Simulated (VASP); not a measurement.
Input of a VASP 6.6.1 run:

File INCAR:

```
SYSTEM = BN
ALGO = Normal ; EDIFF = 1E-6
ENCUT = 520 ; GGA = PS
ISIF = 2 ; ISMEAR = -1
LASPH = .True. ; LCHARG = .False.
LREAL = .False. ; LWAVE = .False.
NBANDS = 16 ; NELM = 100
PREC = Accurate ; SIGMA = 0.05
```

Contents of KPOINTS:

```
k-points
0
Gamma
  12 12 6
  0 0 0
```

POSCAR

```
BN
1.0
    2.5708536019      0.0000000000      0.0000000000
   -1.2854268010      2.2264245287      0.0000000000
    0.0000000000      0.0000000000      4.2548482330
N B
2 2
Direct
    0.3333333333      0.6666666667      0.1252760000
    0.6666666667      0.3333333333      0.6252760000
    0.3333333333      0.6666666667      0.4997240000
    0.6666666667      0.3333333333      0.9997240000
```

Potentials or basis: VASP PAW PBE potentials, release 64 (N, B).

Run with:

```sh
$ cat potpaw_PBE.64/N/POTCAR potpaw_PBE.64/B/POTCAR > POTCAR
$ mpirun -np 1 vasp_std > vasp.out
```

**Question.** What does it give for the band gap on the k mesh?

**Answer.** 5.00 eV, indirect (least direct gap 8.05 eV).

**Question.** What does it give for the pressure?

**Answer.** -12.4 GPa.

**Question.** What does it give for the largest force?

**Answer.** 0.025 eV/Å.

Stress tensor (GPa, compression positive):
```
-12.14   0.00   0.00
  0.00 -12.14   0.00
  0.00   0.00 -12.85
```

Caveat: the PAW data sets were made with another functional, which shifts forces and pressure a little. A k mesh can miss the band edges.
